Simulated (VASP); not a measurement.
Runs of VASP 6.6.1 on CsBr. The structure is that of space group Pm-3m (No. 221), or close to it. The cells are those of the table. 

```tsv
level	cell	cutoff (eV)	gap on the mesh (eV)	pressure (GPa)
PBE	a = 4.434 Å, 2 atoms	500	4.14	-0.3
r2SCAN	a = 4.276 Å, 2 atoms	550	5.32	0.6
PBE	a = 4.319 Å, 2 atoms	500	(b)	(a)
PBE	a = 4.347 Å, 2 atoms	500	4.35	(c)
r2SCAN	a = 4.404 Å, 2 atoms	550	4.94	-0.7
```

Alike in all rows: task single point; potentials or basis VASP PAW PBE potentials, release 64 (Cs_sv, Br); no spin polarisation; k mesh 6 × 6 × 6; smearing gaussian 0.01 eV.

Task: Fill in the values left out.

Result: (a) 0.7; (b) 4.43; (c) 0.4.

Caveats: spin-orbit coupling is left out, which moves the levels of the heavy elements; the PAW data sets were made with another functional, which shifts forces and pressure a little (some runs).

A k mesh can miss the band edges, and the runs leave out spin-orbit coupling on Br, Cs.
